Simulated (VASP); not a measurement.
# Ga2Sb2H in VASP: single point with PBEsol

Aim: the single point of Ga2Sb2H with PBEsol.

Program: VASP 6.6.1. These are calculated values, not measurements. Logs are shortened: lines on timing, memory, paths and dates and some standing lists are left out, and cuts for length are marked.

## 1. The cell of the first run

The cell holds a slab with vacuum, 10 atoms: a = 4.321 Å, b = 6.111 Å, c = 25.482 Å, α = 90.00°, β = 90.00°, γ = 90.00°.

## 2. Single point, PBEsol

INCAR

```
SYSTEM = Ga2Sb2H
PREC = Accurate
ENCUT = 520
EDIFF = 1E-6
ISMEAR = 0
SIGMA = 0.1
LREAL = .False.
LASPH = .True.
NELM = 100
ALGO = Normal
ISIF = 2
LWAVE = .False.
LCHARG = .True.
LDIPOL = .True.
IDIPOL = 3
DIPOL = 0.5 0.5 0.517
GGA = PS
LELF = .True.
LVHAR = .True.
LVACPOTAV = .True.
NBANDS = 48
```

KPOINTS

```
Automatic mesh
0
Gamma
  7 5 1
  0 0 0
```

POSCAR

```
Ga2Sb2H
1.0
    4.3212908980      0.0000000000      0.0000000000
    0.0000000000      6.1112281949      0.0000000000
    0.0000000000      0.0000000000     25.4819363470
Ga Sb H
4 4 2
Direct
    0.5000000000      0.5000000000      0.3335696269
    0.0000000000      0.0000000000      0.4183608853
    0.4999506224      0.5071058239      0.5080075525
   -0.0001068083     -0.0605936703      0.5704636448
    0.0000000000      0.2500000000      0.3335696269
    0.5000000000      0.7500000000      0.4183608853
   -0.0000405974      0.2584872027      0.5026860772
    0.4998728183      0.7246007563      0.5983075483
    0.6051391264      0.7241779529      0.7595518539
    0.5767501251      0.7033714563      0.7305152994
```

Potentials or basis: VASP PAW PBE potentials, release 64 (Ga_d, Sb, H).

Started as:

```sh
> cat potpaw_PBE.64/Ga_d/POTCAR potpaw_PBE.64/Sb/POTCAR potpaw_PBE.64/H/POTCAR > POTCAR
> mpirun -np 1 vasp_std > vasp.out
```

OUTCAR:

```text
SYSTEM = Ga2Sb2H
   PREC = Accurate
   ENCUT = 520
   EDIFF = 1E-6
   ISMEAR = 0
   LREAL = .False.
   LASPH = .True.
   NELM = 100
   ISIF = 2
   GGA = PS

 ion  position               nearest neighbor table
   1  0.500  0.500  0.334-   5 2.65   5 2.65   6 2.65
   2  0.000  0.000  0.418-   6 2.65   6 2.65   5 2.65   7 2.67
   3  0.500  0.507  0.508-   7 2.64   7 2.64   8 2.66   6 2.72
   4  1.000  0.939  0.570-   7 2.60   8 2.63   8 2.63
   5  0.000  0.250  0.334-   1 2.65   1 2.65   2 2.65
   6  0.500  0.750  0.418-   2 2.65   2 2.65   1 2.65   3 2.72
   7  1.000  0.258  0.503-   4 2.60   3 2.64   3 2.64   2 2.67
   8  0.500  0.725  0.598-   4 2.63   4 2.63   3 2.66
   9  0.605  0.724  0.760-  10 0.76
  10  0.577  0.703  0.731-   9 0.76

  LATTYP: Found a simple orthorhombic cell.
 ALAT       =     4.3212908980
 B/A-ratio  =     1.4142135624
 C/A-ratio  =     5.8968342906

  Lattice vectors:

 A1 = (   4.3212908980,   0.0000000000,   0.0000000000)
 A2 = (   0.0000000000,   6.1112281949,   0.0000000000)
 A3 = (   0.0000000000,   0.0000000000,  25.4819363470)

Analysis of symmetry for initial positions (statically):
=====================================================================
 Subroutine PRICEL returns:
 Original cell was already a primitive cell.

 Routine SETGRP: Setting up the symmetry group for a
 simple orthorhombic supercell.

 Subroutine GETGRP returns: Found  1 space group operations
 (whereof  1 operations were pure point group operations)
 out of a pool of  8 trial point group operations.

The static configuration has the point symmetry C_1 .

Analysis of symmetry for dynamics (positions and initial velocities):
=====================================================================
 Subroutine PRICEL returns:
 Original cell was already a primitive cell.

 Routine SETGRP: Setting up the symmetry group for a
 simple orthorhombic supercell.

 Subroutine GETGRP returns: Found  1 space group operations
 (whereof  1 operations were pure point group operations)
 out of a pool of  8 trial point group operations.

The dynamic configuration has the point symmetry C_1 .

 Subroutine INISYM returns: Found  1 space group operations
 (whereof  1 operations are pure point group operations),
 and found     1 'primitive' translations

----------------------------------------------------------------------------------------

                                     Primitive cell

  volume of cell :     672.9370

  direct lattice vectors                    reciprocal lattice vectors
     4.321290898  0.000000000  0.000000000     0.231412331  0.000000000  0.000000000
     0.000000000  6.111228195  0.000000000     0.000000000  0.163633229  0.000000000
     0.000000000  0.000000000 25.481936347     0.000000000  0.000000000  0.039243486

  length of vectors
     4.321290898  6.111228195 25.481936347     0.231412331  0.163633229  0.039243486

  position of ions in fractional coordinates (direct lattice)
     0.500000000  0.500000000  0.333569627
     0.000000000  0.000000000  0.418360885
     0.499950622  0.507105824  0.508007552
     0.999893192  0.939406330  0.570463645
     0.000000000  0.250000000  0.333569627
     0.500000000  0.750000000  0.418360885
     0.999959403  0.258487203  0.502686077
     0.499872818  0.724600756  0.598307548
     0.605139126  0.724177953  0.759551854
     0.576750125  0.703371456  0.730515299

  ion indices of the primitive-cell ions
   primitive index   ion index
                 1           1
                 2           2
                 3           3
                 4           4
                 5           5
                 6           6
                 7           7
                 8           8
                 9           9
                10          10

----------------------------------------------------------------------------------------

 KPOINTS: Automatic mesh

Automatic generation of k-mesh.
 Grid dimensions read from file:
 generate k-points for:    7    5    1

 Generating k-lattice:

  Cartesian coordinates                     Fractional coordinates (reciprocal lattice)
     0.033058904  0.000000000  0.000000000     0.142857143  0.000000000  0.000000000
     0.000000000  0.032726646  0.000000000     0.000000000  0.200000000  0.000000000
     0.000000000  0.000000000  0.039243486     0.000000000  0.000000000  1.000000000

  Length of vectors
     0.033058904  0.032726646  0.039243486

  Shift w.r.t. Gamma in fractional coordinates (k-lattice)
     0.000000000  0.000000000  0.000000000

 Subroutine IBZKPT returns following result:
 ===========================================

 Found     18 irreducible k-points:

 Following reciprocal coordinates:
            Coordinates               Weight
  0.000000  0.000000  0.000000      1.000000
  0.142857  0.000000  0.000000      2.000000
  0.285714  0.000000  0.000000      2.000000
  0.428571  0.000000  0.000000      2.000000
  0.000000  0.200000  0.000000      2.000000
  0.142857  0.200000  0.000000      2.000000
[... 10 lines left out ...]
  0.428571  0.400000  0.000000      2.000000
  0.428571 -0.400000  0.000000      2.000000
   k-points           NKPTS =     18   k-points in BZ     NKDIM =     18   number of bands    NBANDS=     48
   number of dos      NEDOS =    301   number of ions     NIONS =     10
   total plane-waves  NPLWV = 294912
   dimension x,y,z NGX =    32 NGY =   48 NGZ =  192
   dimension x,y,z NGXF=    64 NGYF=   96 NGZF=  384
   ions per type =               4   4   2
   NGX,Y,Z   is equivalent  to a cutoff of  12.31, 13.06, 12.53 a.u.
   NGXF,Y,Z  is equivalent  to a cutoff of  24.62, 26.12, 25.05 a.u.
 SYSTEM =  Ga2Sb2H
   PREC   = accura    normal or accurate (medium, high low for compatibility)
   ISTART =      0    job   : 0-new  1-cont  2-samecut
   ICHARG =      2    charge: 1-file 2-atom 10-const
   ISPIN  =      1    spin polarized calculation?
   LNONCOLLINEAR =      F non collinear calculations
   LSORBIT =      F    spin-orbit coupling
   LASPH  =      T    aspherical Exc in radial PAW
   ENCUT  =  520.0 eV  38.22 Ry    6.18 a.u.   8.03 11.36 47.38*2*pi/ulx,y,z
   NELM   =    100;   NELMIN=  2; NELMDL= -5     # of ELM steps
   EDIFF  = 0.1E-05   stopping-criterion for ELM
   LREAL  =      F    real-space projection
   EDIFFG = 0.1E-04   stopping-criterion for IOM
   NSW    =      0    number of steps for IOM
   IBRION =     -1    ionic relax: 0-MD 1-quasi-New 2-CG
   NFREE  =      0    steps in history (QN), initial steepest desc. (CG)
   ISIF   =      2    stress and relaxation
   ISYM   =      2    0-nonsym 1-usesym 2-fastsym
   POTIM  = 0.5000    time-step for ionic-motion
   TEBEG  =    0.0;   TEEND  =   0.0 temperature during run
   PSTRESS=    0.0 pullay stress
   NELECT =      74.0000    total number of electrons
   NUPDOWN=      -1.0000    fix difference up-down
   EMIN   =  10.00;   EMAX   =-10.00  energy-range for DOS
   EFERMI =   0.00;   METHOD = LEGACY
   ISMEAR =     0;   SIGMA  =   0.10  broadening in eV -4-tet -1-fermi 0-gaus
   EFERMI_NEDOS =   21; number of points for ismear=-14 and -15
   IALGO  =     38    algorithm
   IMIX   =      4    mixing-type and parameters
     AMIX     =   0.40;   BMIX     =  1.00
     AMIX_MAG =   1.60;   BMIX_MAG =  1.00
  volume/ion in A,a.u.               =      67.29       454.12
  Fermi-wavevector in a.u.,A,eV,Ry     =   0.784321  1.482152  8.369755  0.615160
  Thomas-Fermi vector in A             =   1.888430
   LORBIT       =      0    0 simple, 1 ext, 2 COOP (PROOUT), +10 PAW based schemes
   GGA     = PS    functional components
   LHFCALC =     F    Hartree Fock is set to
   AEXX    =    0.0000 exact exchange contribution
   IVDW    =     0    specifies the selected vdW correction
   LEPSILON=     F    determine dielectric tensor
   LRPA    =     F    only Hartree local field effects (RPA)
 non-spin polarized calculation
 Gauss-broadening in eV      SIGMA  =   0.10
  energy-cutoff  :      520.00
  volume of cell :      672.94
 maximum number of plane-waves:     18206
   NGX = 17   NGY = 23   NGZ = 95

 number of electron      74.0000038 magnetization

 dipolmoment           0.000000      0.000000     -0.013833 electrons x Angstroem

 Free energy of the ion-electron system (eV)
  ---------------------------------------------------
  ext. energy  EPLUGINS =         0.00000000
  ---------------------------------------------------
  free energy    TOTEN  =       -36.62999481 eV

  energy without entropy =      -36.62844673  energy(sigma->0) =      -36.62922077

 E-fermi :  -1.3332     XC(G=0):  -3.9767

 val. band max:       -1.4264166050   @ k =   0.0000   0.0000   0.0000
 cond. band min:      -1.2129262791   @ k =   0.0000   0.4000   0.0000
 fundamental gap:      0.2134903259
 Fermi energy:        -1.3332466649

 k-point     1 :       0.0000    0.0000    0.0000
  band No.  band energies     occupation
      1     -16.5075      2.00000
      2     -16.4542      2.00000
      3     -16.4291      2.00000
      4     -16.4183      2.00000
      5     -16.4169      2.00000
      6     -16.3890      2.00000
[... 40 lines left out ...]
     47       2.6742      0.00000
     48       2.8005      0.00000

 k-point     2 :       0.1429    0.0000    0.0000
  band No.  band energies     occupation
      1     -16.5060      2.00000
      2     -16.4539      2.00000
      3     -16.4281      2.00000
      4     -16.4197      2.00000
      5     -16.4161      2.00000
      6     -16.3889      2.00000
[... 40 lines left out ...]
     47       2.7535      0.00000
     48       2.9398      0.00000

 k-point     3 :       0.2857    0.0000    0.0000
  band No.  band energies     occupation
      1     -16.5029      2.00000
      2     -16.4530      2.00000
      3     -16.4264      2.00000
      4     -16.4226      2.00000
      5     -16.4138      2.00000
      6     -16.3931      2.00000
[... 754 lines left out ...]
     47       3.1687      0.00000
     48       3.5881      0.00000

 k-point    18 :       0.4286   -0.4000    0.0000
  band No.  band energies     occupation
      1     -16.4992      2.00000
      2     -16.4512      2.00000
      3     -16.4255      2.00000
      4     -16.4246      2.00000
      5     -16.4108      2.00000
      6     -16.3961      2.00000
[... 40 lines left out ...]
     47       3.1666      0.00000
     48       3.5762      0.00000

------------------------ aborting loop because EDIFF is reached ----------------------------------------

  FORCE on cell =-STRESS in cart. coord.  units (eV):
  Direction    XX          YY          ZZ          XY          YZ          ZX
  --------------------------------------------------------------------------------------
  -------------------------------------------------------------------------------------
  Total       -1.2294818     -0.9367749      0.2226327     -0.0007598      1.3467609     -0.0001850
  in kB       -2.9272394     -2.2303416      0.5300601     -0.0018090      3.2064661     -0.0004405
  external PRESSURE =      -1.5425070 kB  Pullay stress =       0.0000000 kB

 VOLUME and BASIS-vectors are now :
 -----------------------------------------------------------------------------
  energy-cutoff  :      520.00
  volume of cell :      672.94
      direct lattice vectors                 reciprocal lattice vectors
     4.321290898  0.000000000  0.000000000     0.231412331  0.000000000  0.000000000
     0.000000000  6.111228195  0.000000000     0.000000000  0.163633229  0.000000000
     0.000000000  0.000000000 25.481936347     0.000000000  0.000000000  0.039243486

 POSITION                                       TOTAL-FORCE (eV/Angst)
 -----------------------------------------------------------------------------------
      2.16065      3.05561      8.50000         0.000019     -0.678702      1.037693
      0.00000      0.00000     10.66065        -0.000027      0.288300      0.247163
      2.16043      3.09904     12.94502         0.000219     -0.000783     -0.005112
      4.32083      5.74093     14.53652        -0.000518      0.010665     -0.001192
      0.00000      1.52781      8.50000        -0.000103      0.044265     -1.120096
      2.16065      4.58342     10.66065        -0.000043      0.345058     -0.183193
      4.32112      1.57967     12.80941        -0.000245      0.008271     -0.002204
      2.16010      4.42820     15.24603         0.000541     -0.016771      0.029388
      2.61498      4.42562     19.35485        -0.002865     -0.002948     -0.018675
      2.49231      4.29846     18.61494         0.003022      0.002645      0.016228
 -----------------------------------------------------------------------------------
    total drift:                                0.000019     -0.000958     -0.000170

  FREE ENERGIE OF THE ION-ELECTRON SYSTEM (eV)
  ---------------------------------------------------
  free  energy   TOTEN  =       -36.6299948089 eV

  energy  without entropy=      -36.6284467331  energy(sigma->0) =      -36.62922077

 vacuum level on the upper side and lower side of the slab         3.120         3.215
```

Run time: 18 min. Hardware: 1 thread of Intel Xeon Platinum 8259CL at 2.50GHz (Skylake/Cascade Lake), shared host; peak memory 0.92 GiB.

What came out:

* Free energy: -36.6300 eV
* Largest force: 1.240 eV/Å
* Band gap on the k mesh: 0.21 eV, indirect (least direct gap 0.51 eV)

Forces in eV/Å, atoms in the order of the input:
```
Ga   0.000 -0.679  1.038
Ga   0.000  0.288  0.247
Ga   0.000 -0.001 -0.005
Ga  -0.001  0.011 -0.001
Sb   0.000  0.044 -1.120
Sb   0.000  0.345 -0.183
Sb   0.000  0.008 -0.002
Sb   0.001 -0.017  0.029
H   -0.003 -0.003 -0.019
H    0.003  0.003  0.016
```

Levels at points of the mesh, in eV from the valence-band top:
```tsv
k point	band 33	band 34	band 35	band 36	band 37	band 38	band 39	band 40	band 41	band 42
(0.00, 0.00, 0.00)	-1.41	-1.13	-0.50	-0.42	0.00	0.52	1.18	1.62	1.81	2.32
```

Caveat: the PAW data sets were made with another functional, which shifts forces and pressure a little; spin-orbit coupling is left out, which moves the levels of the heavy elements.
